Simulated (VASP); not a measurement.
# Ti (Fm-3m) in VASP: notebook, part 2 of 2

VASP 6.6.1. Earlier steps stand in the parts before.

## (4) Single point, PBEsol (volume scaled by 0.88)

The input, INCAR:

```
PREC = Accurate ; ENCUT = 520
EDIFF = 1E-6 ; ISMEAR = -1
SIGMA = 0.1 ; LREAL = F
LASPH = T ; NELM = 80
ALGO = Normal ; ISIF = 2
LWAVE = F ; LCHARG = F
GGA = PS ; NBANDS = 12
```

The input, KPOINTS:

```
regular mesh
0
Gamma
  22 22 22
```

The input, POSCAR:

```
Ti
1.0
    0.0000000000      1.9446111807      1.9446111807
    1.9446111807      0.0000000000      1.9446111807
    1.9446111807      1.9446111807      0.0000000000
Ti
1
Direct
    0.0000000000      0.0000000000      0.0000000000
```

Potentials or basis: VASP PAW PBE potentials, release 64 (Ti_sv).

Run with:

```bash
cat potpaw_PBE.64/Ti_sv/POTCAR > POTCAR
mpirun -np 1 vasp_std > vasp.out
```

OUTCAR:

```text
PREC = Accurate
   ENCUT = 520
   EDIFF = 1E-6
   ISMEAR = -1
   LREAL = F
   LASPH = T
   NELM = 80
   ISIF = 2
   GGA = PS

 ion  position               nearest neighbor table
   1  0.000  0.000  0.000-

  LATTYP: Found a face centered cubic cell.
 ALAT       =     3.8892223614

  Lattice vectors:

 A1 = (   0.0000000000,   1.9446111807,   1.9446111807)
 A2 = (   1.9446111807,   0.0000000000,   1.9446111807)
 A3 = (   1.9446111807,   1.9446111807,   0.0000000000)

[... 536 lines left out ...]
     12      25.5213      0.00000

 [... further k-points ...]

------------------------ aborting loop because EDIFF is reached ----------------------------------------

  FORCE on cell =-STRESS in cart. coord.  units (eV):
  Direction    XX          YY          ZZ          XY          YZ          ZX
  --------------------------------------------------------------------------------------
  -------------------------------------------------------------------------------------
  Total        1.6113851      1.6113851      1.6113851      0.0000000      0.0000000     -0.0000000
  in kB      175.5422265    175.5422265    175.5422265      0.0000000      0.0000000     -0.0000000
  external PRESSURE =     175.5422265 kB  Pullay stress =       0.0000000 kB

 VOLUME and BASIS-vectors are now :
 -----------------------------------------------------------------------------
  energy-cutoff  :      520.00
  volume of cell :       14.71
      direct lattice vectors                 reciprocal lattice vectors
     0.000000000  1.944611181  1.944611181    -0.257120809  0.257120809  0.257120809
     1.944611181  0.000000000  1.944611181     0.257120809 -0.257120809  0.257120809
     1.944611181  1.944611181  0.000000000     0.257120809  0.257120809 -0.257120809

 POSITION                                       TOTAL-FORCE (eV/Angst)
 -----------------------------------------------------------------------------------
      0.00000      0.00000      0.00000         0.000000      0.000000     -0.000000
 -----------------------------------------------------------------------------------
    total drift:                                0.000000      0.000000      0.000000

  FREE ENERGIE OF THE ION-ELECTRON SYSTEM (eV)
  ---------------------------------------------------
  free  energy   TOTEN  =        -8.2112840744 eV

  energy  without entropy=       -8.1648886170  energy(sigma->0) =       -8.18808635
```

OSZICAR:

```text
N       E                     dE             d eps       ncg     rms          rms(c)
DAV:   1     0.862816082664E+02    0.86282E+02   -0.65727E+03  7904   0.126E+03
DAV:   2    -0.496087466523E+01   -0.91242E+02   -0.88624E+02  7996   0.300E+02
DAV:   3    -0.896644605941E+01   -0.40056E+01   -0.39652E+01 10496   0.643E+01
DAV:   4    -0.905989968065E+01   -0.93454E-01   -0.93365E-01  8816   0.861E+00
DAV:   5    -0.906230617927E+01   -0.24065E-02   -0.24064E-02  9284   0.118E+00    0.105E+01
DAV:   6    -0.820483946528E+01    0.85747E+00   -0.17102E+00  8632   0.202E+01    0.307E+00
DAV:   7    -0.819454961366E+01    0.10290E-01   -0.12539E-01  9708   0.440E+00    0.150E+00
DAV:   8    -0.821101634798E+01   -0.16467E-01   -0.52816E-02  8148   0.267E+00    0.168E-01
DAV:   9    -0.821116408733E+01   -0.14774E-03   -0.46359E-03  9624   0.729E-01    0.110E-01
DAV:  10    -0.821130659431E+01   -0.14251E-03   -0.41618E-04  8404   0.219E-01    0.226E-02
DAV:  11    -0.821128454886E+01    0.22045E-04   -0.31551E-05  9468   0.692E-02    0.101E-02
DAV:  12    -0.821128407442E+01    0.47444E-06   -0.13083E-06  7576   0.133E-02
   1 F= -.82112841E+01 E0= -.81880863E+01  d E =-.463955E-01
```

Wall time 36 s (1 thread of Intel Xeon Platinum 8259CL at 2.50GHz (Skylake/Cascade Lake), shared host); peak memory 0.17 GiB.

Results:

```yaml
Free_energy: -8.2113 eV
Pressure: 17.6 GPa
Band_gap_on_the_k_mesh: zero (band 6 reaches 10.93 eV, above the bottom of band 7 at 9.37 eV)
```

Caveat: the PAW data sets were made with another functional, which shifts forces and pressure a little.

## (5) Single point, PBEsol (volume scaled by 0.92)

INCAR, as its differences from that of step 4:

```diff
@@ -3,3 +3,3 @@
 SIGMA = 0.1 ; LREAL = F
-LASPH = T ; NELM = 80
+LASPH = T ; NELM = 60
 ALGO = Normal ; ISIF = 2
```

The input, KPOINTS:

```
Automatic mesh
0
Gamma
  22 22 22
```

The input, POSCAR:

```
Ti
1.0
    0.0000000000      1.9736395079      1.9736395079
    1.9736395079      0.0000000000      1.9736395079
    1.9736395079      1.9736395079      0.0000000000
Ti
1
Direct
    0.0000000000      0.0000000000      0.0000000000
```

Run with:

```bash
cat potpaw_PBE.64/Ti_sv/POTCAR > POTCAR
mpirun -np 1 vasp_std > vasp.out
```

Wall time 40 s (1 thread of Intel Xeon Platinum 8259CL at 2.50GHz (Skylake/Cascade Lake), shared host); peak memory 0.18 GiB.

It converged, with:

| Item | Value |
| --- | --- |
| Free energy | -8.2697 eV |
| Pressure | 10.6 GPa |
| Band gap on the k mesh | zero (band 6 reaches 10.39 eV, above the bottom of band 7 at 8.87 eV) |

Levels at points of the mesh, in eV from the Fermi level:
```
           k point  band 2  band 3  band 4  band 5  band 6  band 7  band 8  band 9  band 10  band 11
(0.00, 0.00, 0.00)  -32.07  -32.07  -32.07   -6.37    0.94    0.94    0.94    2.86     2.86    15.94
(0.50, 0.00, 0.00)  -33.07  -32.19  -32.19   -2.89    0.78    0.78    1.00    4.15     4.15     9.54
(0.50, 0.50, 0.00)  -33.00  -32.41  -32.41   -3.05   -2.08    3.46    4.13    4.49     4.49    12.06
```

Caveat: the PAW data sets were made with another functional, which shifts forces and pressure a little.

## (6) Single point, PBEsol (volume scaled by 0.96)

The input, INCAR:

```
PREC = Accurate ; ENCUT = 520
EDIFF = 1E-7 ; ISMEAR = -1
SIGMA = 0.1 ; LREAL = False
LASPH = True ; NELM = 80
ALGO = Normal ; ISIF = 2
LWAVE = False ; LCHARG = False
GGA = PS ; NBANDS = 12
```

KPOINTS is that of step 5.

The input, POSCAR:

```
Ti
1.0
    0.0000000000      2.0018381678      2.0018381678
    2.0018381678      0.0000000000      2.0018381678
    2.0018381678      2.0018381678      0.0000000000
Ti
1
Direct
    0.0000000000      0.0000000000      0.0000000000
```

Potentials or basis: VASP PAW PBE potentials, release 64 (Ti_sv).

Run with:

```bash
cat potpaw_PBE.64/Ti_sv/POTCAR > POTCAR
mpirun -np 1 vasp_std > vasp.out
```

It took 53 s on 1 thread of Intel Xeon Platinum 8259CL at 2.50GHz (Skylake/Cascade Lake), shared host; peak memory 0.18 GiB.

The run converged. Its results:

| Quantity | Value |
| --- | --- |
| Free energy | -8.3014 eV |
| Pressure | 4.7 GPa |
| Band gap on the k mesh | zero (band 6 reaches 9.88 eV, above the bottom of band 7 at 8.41 eV) |

Levels at points of the mesh, in eV from the Fermi level:
| k point | band 3 | band 4 | band 5 | band 6 | band 7 | band 8 | band 9 | band 10 |
| --- | --- | --- | --- | --- | --- | --- | --- | --- |
| (0.00, 0.00, 0.00) | -32.20 | -32.20 | -6.28 | 0.92 | 0.92 | 0.92 | 2.73 | 2.73 |
| (0.50, 0.00, 0.00) | -32.31 | -32.31 | -2.78 | 0.78 | 0.78 | 0.86 | 3.95 | 3.95 |
| (0.50, 0.50, 0.00) | -32.50 | -32.50 | -2.88 | -1.94 | 3.22 | 3.93 | 4.27 | 4.27 |

Caveat: the PAW data sets were made with another functional, which shifts forces and pressure a little.

## (7) Summary

| task | cell | k mesh | cutoff (eV) | gap on the mesh (eV) | pressure (GPa) |
| --- | --- | --- | --- | --- | --- |
| single point | a = 2.870 Å, angles 60.0°, 1 atom | 13 × 13 × 13 | 520 | none | -0.3 |
| relaxation of cell and atoms | relaxed from a = 2.923 Å, angles 60.0°, 1 atom | 13 × 13 × 13 | 600 | none | 0.0 |
| single point | a = 2.750 Å, angles 60.0°, 1 atom | 22 × 22 × 22 | 520 | none | 17.6 |
| single point | a = 2.791 Å, angles 60.0°, 1 atom | 22 × 22 × 22 | 520 | none | 10.6 |
| single point | a = 2.831 Å, angles 60.0°, 1 atom | 22 × 22 × 22 | 520 | none | 4.7 |

Alike in all rows: level PBEsol; potentials or basis VASP PAW PBE potentials, release 64 (Ti_sv); no spin polarisation; smearing fermi-dirac 0.1 eV.

Caveats: the PAW data sets were made with another functional, which shifts forces and pressure a little.

Total energies depend on the potentials used, so only differences within one code and one set of settings carry meaning.
